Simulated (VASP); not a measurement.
# NbAs3Ru (Pm-3m) in VASP: single point with PBE

Aim: the single point of NbAs3Ru with PBE.

All numbers are computed with VASP 6.6.1; they aren't measurements. Logs are shortened: lines on timing, memory, paths and dates and some standing lists are left out, and cuts for length are marked.

## Step 1: The cell of the first run

Symmetry: Pm-3m, No. 221, cubic system. The conventional cell has a = 4.707 Å, b = 4.707 Å, c = 4.707 Å, α = 90.00°, β = 90.00°, γ = 90.00°. Nb (site symmetry m-3m) has 12 As at 3.33 Å and 8 Ru at 4.08 Å within 4.4 Å. As (site symmetry 4/mmm) has 2 Ru at 2.35 Å within 3.1 Å. Ru (site symmetry m-3m) has 6 As at 2.35 Å within 3.1 Å.

## Step 2: Single point, PBE

The input, INCAR:

```
SYSTEM = NbAs3Ru
PREC     = Accurate       ! precision mode
ENCUT    = 520            ! plane-wave cutoff, eV
EDIFF    = 1E-6           ! SCF threshold, eV
ISMEAR   = 0              ! smearing method
SIGMA    = 0.1            ! smearing width, eV
LREAL    = .False.        ! projectors in reciprocal space
LASPH    = .True.         ! aspherical terms in the spheres
NELM     = 80             ! most SCF steps
ALGO     = Normal         ! electronic algorithm
ISIF     = 2              ! what is computed and relaxed
LWAVE    = .False.        ! write WAVECAR
LCHARG   = .False.        ! write CHGCAR
GGA      = PE             ! functional
NBANDS   = 29             ! bands
```

The input, KPOINTS:

```
Automatic mesh
0
Gamma
  4 4 4
  0 0 0
```

The input, POSCAR:

```
NbAs3Ru
1.0
    4.7067743200      0.0000000000      0.0000000000
    0.0000000000      4.7067743200      0.0000000000
    0.0000000000      0.0000000000      4.7067743200
Nb As Ru
1 3 1
Direct
    0.0000000000      0.0000000000      0.0000000000
    0.0000000000      0.5000000000      0.5000000000
    0.5000000000      0.0000000000      0.5000000000
    0.5000000000      0.5000000000      0.0000000000
    0.5000000000      0.5000000000      0.5000000000
```

Potentials or basis: VASP PAW PBE potentials, release 64 (Nb_sv, As, Ru_pv).

Command:

```sh
cat potpaw_PBE.64/Nb_sv/POTCAR potpaw_PBE.64/As/POTCAR potpaw_PBE.64/Ru_pv/POTCAR > POTCAR
mpirun -np 1 vasp_std > vasp.out
```

OUTCAR:

```text
SYSTEM = NbAs3Ru
   PREC = Accurate
   ENCUT = 520
   EDIFF = 1E-6
   ISMEAR = 0
   LREAL = .False.
   LASPH = .True.
   NELM = 80
   ISIF = 2
   GGA = PE

 ion  position               nearest neighbor table
   1  0.000  0.000  0.000-
   2  0.000  0.500  0.500-   5 2.35   5 2.35
   3  0.500  0.000  0.500-   5 2.35   5 2.35
   4  0.500  0.500  0.000-   5 2.35   5 2.35
   5  0.500  0.500  0.500-   2 2.35   3 2.35   4 2.35   4 2.35   3 2.35   2 2.35

  LATTYP: Found a simple cubic cell.
 ALAT       =     4.7067743200

  Lattice vectors:

 A1 = (   4.7067743200,   0.0000000000,   0.0000000000)
 A2 = (   0.0000000000,   4.7067743200,   0.0000000000)
 A3 = (   0.0000000000,   0.0000000000,   4.7067743200)

Analysis of symmetry for initial positions (statically):
=====================================================================
 Subroutine PRICEL returns:
 Original cell was already a primitive cell.

 Routine SETGRP: Setting up the symmetry group for a
 simple cubic supercell.

 Subroutine GETGRP returns: Found 48 space group operations
 (whereof 48 operations were pure point group operations)
 out of a pool of 48 trial point group operations.

The static configuration has the point symmetry O_h .

Analysis of symmetry for dynamics (positions and initial velocities):
=====================================================================
 Subroutine PRICEL returns:
 Original cell was already a primitive cell.

 Routine SETGRP: Setting up the symmetry group for a
 simple cubic supercell.

 Subroutine GETGRP returns: Found 48 space group operations
 (whereof 48 operations were pure point group operations)
 out of a pool of 48 trial point group operations.

The dynamic configuration has the point symmetry O_h .

 Subroutine INISYM returns: Found 48 space group operations
 (whereof 48 operations are pure point group operations),
 and found     1 'primitive' translations

----------------------------------------------------------------------------------------

                                     Primitive cell

  volume of cell :     104.2726

  direct lattice vectors                    reciprocal lattice vectors
     4.706774320  0.000000000  0.000000000     0.212459730  0.000000000  0.000000000
     0.000000000  4.706774320  0.000000000     0.000000000  0.212459730  0.000000000
     0.000000000  0.000000000  4.706774320     0.000000000  0.000000000  0.212459730

  length of vectors
     4.706774320  4.706774320  4.706774320     0.212459730  0.212459730  0.212459730

  position of ions in fractional coordinates (direct lattice)
     0.000000000  0.000000000  0.000000000
     0.000000000  0.500000000  0.500000000
     0.500000000  0.000000000  0.500000000
     0.500000000  0.500000000  0.000000000
     0.500000000  0.500000000  0.500000000

  ion indices of the primitive-cell ions
   primitive index   ion index
                 1           1
                 2           2
                 3           3
                 4           4
                 5           5

----------------------------------------------------------------------------------------

 KPOINTS: Automatic mesh

Automatic generation of k-mesh.
 Grid dimensions read from file:
 generate k-points for:    4    4    4

 Generating k-lattice:

  Cartesian coordinates                     Fractional coordinates (reciprocal lattice)
     0.053114932  0.000000000  0.000000000     0.250000000  0.000000000  0.000000000
     0.000000000  0.053114932  0.000000000     0.000000000  0.250000000  0.000000000
     0.000000000  0.000000000  0.053114932     0.000000000  0.000000000  0.250000000

  Length of vectors
     0.053114932  0.053114932  0.053114932

  Shift w.r.t. Gamma in fractional coordinates (k-lattice)
     0.000000000  0.000000000  0.000000000

 Subroutine IBZKPT returns following result:
 ===========================================

 Found     10 irreducible k-points:

 Following reciprocal coordinates:
            Coordinates               Weight
  0.000000  0.000000  0.000000      1.000000
  0.250000  0.000000  0.000000      6.000000
  0.500000  0.000000  0.000000      3.000000
  0.250000  0.250000  0.000000     12.000000
  0.500000  0.250000  0.000000     12.000000
  0.500000  0.500000  0.000000      3.000000
  0.250000  0.250000  0.250000      8.000000
  0.500000  0.250000  0.250000     12.000000
  0.500000  0.500000  0.250000      6.000000
  0.500000  0.500000  0.500000      1.000000
   k-points           NKPTS =     10   k-points in BZ     NKDIM =     10   number of bands    NBANDS=     29
   number of dos      NEDOS =    301   number of ions     NIONS =      5
   total plane-waves  NPLWV =  46656
   dimension x,y,z NGX =    36 NGY =   36 NGZ =   36
   dimension x,y,z NGXF=    72 NGYF=   72 NGZF=   72
   ions per type =               1   3   1
   NGX,Y,Z   is equivalent  to a cutoff of  12.72, 12.72, 12.72 a.u.
   NGXF,Y,Z  is equivalent  to a cutoff of  25.43, 25.43, 25.43 a.u.
 SYSTEM =  NbAs3Ru
   PREC   = accura    normal or accurate (medium, high low for compatibility)
   ISTART =      0    job   : 0-new  1-cont  2-samecut
   ICHARG =      2    charge: 1-file 2-atom 10-const
   ISPIN  =      1    spin polarized calculation?
   LNONCOLLINEAR =      F non collinear calculations
   LSORBIT =      F    spin-orbit coupling
   LASPH  =      T    aspherical Exc in radial PAW
   ENCUT  =  520.0 eV  38.22 Ry    6.18 a.u.   8.75  8.75  8.75*2*pi/ulx,y,z
   NELM   =     80;   NELMIN=  2; NELMDL= -5     # of ELM steps
   EDIFF  = 0.1E-05   stopping-criterion for ELM
   LREAL  =      F    real-space projection
   EDIFFG = 0.1E-04   stopping-criterion for IOM
   NSW    =      0    number of steps for IOM
   IBRION =     -1    ionic relax: 0-MD 1-quasi-New 2-CG
   NFREE  =      0    steps in history (QN), initial steepest desc. (CG)
   ISIF   =      2    stress and relaxation
   ISYM   =      2    0-nonsym 1-usesym 2-fastsym
   POTIM  = 0.5000    time-step for ionic-motion
   TEBEG  =    0.0;   TEEND  =   0.0 temperature during run
   PSTRESS=    0.0 pullay stress
   NELECT =      42.0000    total number of electrons
   NUPDOWN=      -1.0000    fix difference up-down
   EMIN   =  10.00;   EMAX   =-10.00  energy-range for DOS
   EFERMI =   0.00;   METHOD = LEGACY
   ISMEAR =     0;   SIGMA  =   0.10  broadening in eV -4-tet -1-fermi 0-gaus
   EFERMI_NEDOS =   21; number of points for ismear=-14 and -15
   IALGO  =     38    algorithm
   IMIX   =      4    mixing-type and parameters
     AMIX     =   0.40;   BMIX     =  1.00
     AMIX_MAG =   1.60;   BMIX_MAG =  1.00
  volume/ion in A,a.u.               =      20.85       140.73
  Fermi-wavevector in a.u.,A,eV,Ry     =   1.209023  2.284722 19.888133  1.461737
  Thomas-Fermi vector in A             =   2.344613
   LORBIT       =      0    0 simple, 1 ext, 2 COOP (PROOUT), +10 PAW based schemes
   GGA     = PE    functional components
   LHFCALC =     F    Hartree Fock is set to
   AEXX    =    0.0000 exact exchange contribution
   IVDW    =     0    specifies the selected vdW correction
   LEPSILON=     F    determine dielectric tensor
   LRPA    =     F    only Hartree local field effects (RPA)
 non-spin polarized calculation
 Gauss-broadening in eV      SIGMA  =   0.10
  energy-cutoff  :      520.00
  volume of cell :      104.27
 maximum number of plane-waves:      2832
 NGX is ok and might be reduce to    36
   NGX = 17   NGY = 17   NGZ = 17

 number of electron      41.9999990 magnetization

 Free energy of the ion-electron system (eV)
  ---------------------------------------------------
  ext. energy  EPLUGINS =         0.00000000
  ---------------------------------------------------
  free energy    TOTEN  =       -28.96360635 eV

  energy without entropy =      -28.91448194  energy(sigma->0) =      -28.93904415

 E-fermi :   6.7056     XC(G=0): -10.7086

 val. band max:        6.6840844537   @ k =   0.2500   0.0000   0.0000
 cond. band min:       6.7084757547   @ k =   0.5000   0.2500   0.0000
 fundamental gap:      0.0243913010
 Fermi energy:         6.7056069637

 k-point     1 :       0.0000    0.0000    0.0000
  band No.  band energies     occupation
      1     -49.0594      2.00000
      2     -35.9432      2.00000
      3     -35.9432      2.00000
      4     -35.9432      2.00000
      5     -25.0633      2.00000
      6     -25.0633      2.00000
[... 21 lines left out ...]
     28       8.0334      0.00000
     29       8.0334      0.00000

 k-point     2 :       0.2500    0.0000    0.0000
  band No.  band energies     occupation
      1     -49.0593      2.00000
      2     -35.9431      2.00000
      3     -35.9431      2.00000
      4     -35.9415      2.00000
      5     -25.0652      2.00000
      6     -25.0631      2.00000
[... 21 lines left out ...]
     28       8.4062      0.00000
     29       8.5756      0.00000

 k-point     3 :       0.5000    0.0000    0.0000
  band No.  band energies     occupation
      1     -49.0593      2.00000
      2     -35.9429      2.00000
      3     -35.9429      2.00000
      4     -35.9397      2.00000
      5     -25.0672      2.00000
      6     -25.0629      2.00000
[... 21 lines left out ...]
     28       9.1866      0.00000
     29       9.1866      0.00000

 k-point     4 :       0.2500    0.2500    0.0000
  band No.  band energies     occupation
      1     -49.0593      2.00000
      2     -35.9429      2.00000
      3     -35.9413      2.00000
      4     -35.9413      2.00000
      5     -25.0650      2.00000
      6     -25.0650      2.00000
[... 21 lines left out ...]
     28       8.6240      0.00000
     29      10.2174      0.00000

 k-point     5 :       0.5000    0.2500    0.0000
  band No.  band energies     occupation
      1     -49.0593      2.00000
      2     -35.9427      2.00000
      3     -35.9411      2.00000
      4     -35.9396      2.00000
      5     -25.0670      2.00000
      6     -25.0648      2.00000
[... 21 lines left out ...]
     28       9.4215      0.00000
     29      10.7406      0.00000

 k-point     6 :       0.5000    0.5000    0.0000
  band No.  band energies     occupation
      1     -49.0592      2.00000
      2     -35.9425      2.00000
      3     -35.9394      2.00000
      4     -35.9394      2.00000
      5     -25.0667      2.00000
      6     -25.0667      2.00000
[... 21 lines left out ...]
     28       9.7331      0.00000
     29      10.9128      0.00000

 k-point     7 :       0.2500    0.2500    0.2500
  band No.  band energies     occupation
      1     -49.0593      2.00000
      2     -35.9411      2.00000
      3     -35.9411      2.00000
      4     -35.9411      2.00000
      5     -25.0648      2.00000
      6     -25.0648      2.00000
[... 21 lines left out ...]
     28      10.7392      0.00000
     29      10.7436      0.00000

 k-point     8 :       0.5000    0.2500    0.2500
  band No.  band energies     occupation
      1     -49.0592      2.00000
      2     -35.9410      2.00000
      3     -35.9410      2.00000
      4     -35.9394      2.00000
      5     -25.0667      2.00000
      6     -25.0646      2.00000
[... 21 lines left out ...]
     28      10.1360      0.00000
     29      10.7173      0.00000

 k-point     9 :       0.5000    0.5000    0.2500
  band No.  band energies     occupation
      1     -49.0592      2.00000
      2     -35.9408      2.00000
      3     -35.9392      2.00000
      4     -35.9392      2.00000
      5     -25.0665      2.00000
      6     -25.0665      2.00000
[... 21 lines left out ...]
     28       9.3652      0.00000
     29      10.8363      0.00000

 k-point    10 :       0.5000    0.5000    0.5000
  band No.  band energies     occupation
      1     -49.0592      2.00000
      2     -35.9391      2.00000
      3     -35.9391      2.00000
      4     -35.9391      2.00000
      5     -25.0663      2.00000
      6     -25.0663      2.00000
[... 21 lines left out ...]
     28       8.9502      0.00000
     29      14.4991      0.00000

------------------------ aborting loop because EDIFF is reached ----------------------------------------

  FORCE on cell =-STRESS in cart. coord.  units (eV):
  Direction    XX          YY          ZZ          XY          YZ          ZX
  --------------------------------------------------------------------------------------
  -------------------------------------------------------------------------------------
  Total        0.5843815      0.5843815      0.5843815     -0.0000000      0.0000000      0.0000000
  in kB        8.9791844      8.9791844      8.9791844     -0.0000000      0.0000000      0.0000000
  external PRESSURE =       8.9791844 kB  Pullay stress =       0.0000000 kB

 VOLUME and BASIS-vectors are now :
 -----------------------------------------------------------------------------
  energy-cutoff  :      520.00
  volume of cell :      104.27
      direct lattice vectors                 reciprocal lattice vectors
     4.706774320  0.000000000  0.000000000     0.212459730  0.000000000  0.000000000
     0.000000000  4.706774320  0.000000000     0.000000000  0.212459730  0.000000000
     0.000000000  0.000000000  4.706774320     0.000000000  0.000000000  0.212459730

 POSITION                                       TOTAL-FORCE (eV/Angst)
 -----------------------------------------------------------------------------------
      0.00000      0.00000      0.00000         0.000000      0.000000      0.000000
      0.00000      2.35339      2.35339         0.000000      0.000000      0.000000
      2.35339      0.00000      2.35339         0.000000      0.000000      0.000000
      2.35339      2.35339      0.00000         0.000000      0.000000      0.000000
      2.35339      2.35339      2.35339         0.000000      0.000000      0.000000
 -----------------------------------------------------------------------------------
    total drift:                                0.000000      0.000000      0.000000

  FREE ENERGIE OF THE ION-ELECTRON SYSTEM (eV)
  ---------------------------------------------------
  free  energy   TOTEN  =       -28.9636063539 eV

  energy  without entropy=      -28.9144819443  energy(sigma->0) =      -28.93904415
```

Wall time 23 s (1 thread of Intel Xeon 6975P-C (Granite Rapids), shared host); peak memory 0.21 GiB.

What came out:

```
Free energy            : -28.9636 eV
Pressure               : 0.9 GPa
Band gap on the k mesh : zero (band 21 reaches 7.17 eV, above the bottom of band 22 at 6.68 eV)
```

Levels at points of the mesh, in eV from the Fermi level:
| k point | band 18 | band 19 | band 20 | band 21 | band 22 | band 23 | band 24 | band 25 |
| --- | --- | --- | --- | --- | --- | --- | --- | --- |
| (0.00, 0.00, 0.00) | -0.95 | -0.21 | -0.21 | -0.21 | 0.16 | 0.16 | 0.16 | 0.48 |
| (0.50, 0.00, 0.00) | -2.38 | -0.03 | 0.00 | 0.05 | 0.05 | 0.37 | 1.06 | 1.06 |
| (0.50, 0.50, 0.00) | -1.73 | -0.71 | -0.23 | -0.23 | 0.04 | 0.30 | 0.49 | 1.53 |
| (0.50, 0.50, 0.50) | 0.08 | 0.08 | 0.08 | 0.47 | 0.47 | 0.47 | 0.47 | 0.47 |
